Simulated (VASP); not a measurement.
Set up this calculation in VASP 6.6.1, as the native input.

| Quantity | Value |
| --- | --- |
| Task | single point |
| Functional | revPBE |
| Potentials or basis | VASP PAW PBE potentials, release 64 (Ga_d, Co) |
| Cutoff | 520 eV |
| k mesh | 9 × 9 × 9 |
| Occupations | methfessel-paxton, width 0.2 eV |
| Spin | collinear spin, ferromagnetic start |
| Starting moments | [0.0, 0.43] μB |
| Hubbard terms | Co d U = 3.5 eV |
| Dipole correction | no |
| Further INCAR settings | ALGO = Normal; EDIFF = 1e-06; NBANDS = 22 |

The structure of GaCo lies in POSCAR:

```
GaCo
1.0
    3.0363309570      0.0000000000      0.0000000000
    0.0000000000      3.0363309570      0.0000000000
    0.0000000000      0.0000000000      3.0363309570
Ga Co
1 1
Direct
    0.5000000000      0.5000000000      0.5000000000
    0.0000000000      0.0000000000      0.0000000000
```

These files were run (other wordings do the same):

INCAR

```
SYSTEM = GaCo
ALGO     = Normal         ! electronic algorithm
EDIFF    = 1E-6           ! SCF threshold, eV
ENCUT    = 520            ! plane-wave cutoff, eV
GGA      = RE             ! functional
ISIF     = 2              ! what is computed and relaxed
ISMEAR   = 1              ! smearing method
ISPIN    = 2              ! spin polarisation
LASPH    = .True.         ! aspherical terms in the spheres
LCHARG   = .False.        ! write CHGCAR
LDAU     = .True.         ! DFT+U
LDAUJ    = 0 0          
LDAUL    = -1 2           ! shell
LDAUPRINT= 1            
LDAUTYPE = 2            
LDAUU    = 0 3.5          ! U, eV
LMAXMIX  = 4              ! l up to which the mixer works
LORBIT   = 11             ! projections on sites
LREAL    = .False.        ! projectors in reciprocal space
LWAVE    = .False.        ! write WAVECAR
MAGMOM   = 0 0.43         ! initial moments
NBANDS   = 22             ! bands
NELM     = 150            ! most SCF steps
PREC     = Accurate       ! precision mode
SIGMA    = 0.2            ! smearing width, eV
```

KPOINTS

```
k-points
0
Gamma
  9 9 9
  0 0 0
```

Potentials or basis: VASP PAW PBE potentials, release 64 (Ga_d, Co).

Run with:

```bash
$ cat potpaw_PBE.64/Ga_d/POTCAR potpaw_PBE.64/Co/POTCAR > POTCAR
$ mpirun -np 1 vasp_std > vasp.out
```

It gave:

* Pressure: -1.8 GPa
* Net moment: 1.48 μB per cell
* Site moments: Ga -0.08; Co +1.62 μB
* Valence electrons inside the program's atomic spheres: Ga 11.62; Co 8.13

Caveat: the PAW data sets were made with another functional, which shifts forces and pressure a little; the U is typed as a test and isn't derived for this compound.

It took 22 s on 1 thread of Intel(R) Xeon(R) 6975P-C (Granite Rapids) (shared host), peak memory 0.17 GiB.
